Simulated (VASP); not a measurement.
A run of VASP 6.6.1:

The input INCAR:

```
SYSTEM = SnGe5
  PREC = Accurate
  ENCUT = 520
  EDIFF = 1E-6
  ISMEAR = -1
  SIGMA = 0.02
  LREAL = .FALSE.
  LASPH = .TRUE.
  NELM = 80
  ALGO = Normal
  ISIF = 2
  LWAVE = .FALSE.
  LCHARG = .FALSE.
  GGA = PE
  NBANDS = 51
```

File KPOINTS:

```
regular mesh
0
G
  6 6 2
  0 0 0
```

File POSCAR:

```
SnGe5
1.0
    4.2399839002      0.0000000000      0.0000000000
   -2.1199919501      3.6719337692      0.0000000000
    0.0000000000      0.0000000000     10.3149304800
Ge Sn
5 1
Direct
    0.0000000000      0.0000000000     -0.0137062223
    0.6666666667      0.3333333333      0.6658313784
    0.3333333333      0.6666666667      0.3469452632
    0.6666666667      0.3333333333      0.9108861360
    0.3333333333      0.6666666667      0.5907033187
    0.0000000000      0.0000000000      0.2493401259
```

Potentials or basis: VASP PAW PBE potentials, release 64 (Ge_d, Sn_d).

Run with:

```console
$ cat potpaw_PBE.64/Ge_d/POTCAR potpaw_PBE.64/Sn_d/POTCAR > POTCAR
$ mpirun -np 1 vasp_std > vasp.out
```

Hardware: 1 thread of AMD EPYC 9R45 96-Core Processor (Zen 5), with other jobs on the host.

Q: Estimate the wall time of this run.

A: Run time: 77 s on 1 thread of AMD EPYC 9R45 96-Core Processor (Zen 5), with other jobs on the host, peak memory 0.28 GiB. Counts: scf iterations 15, k points 14.
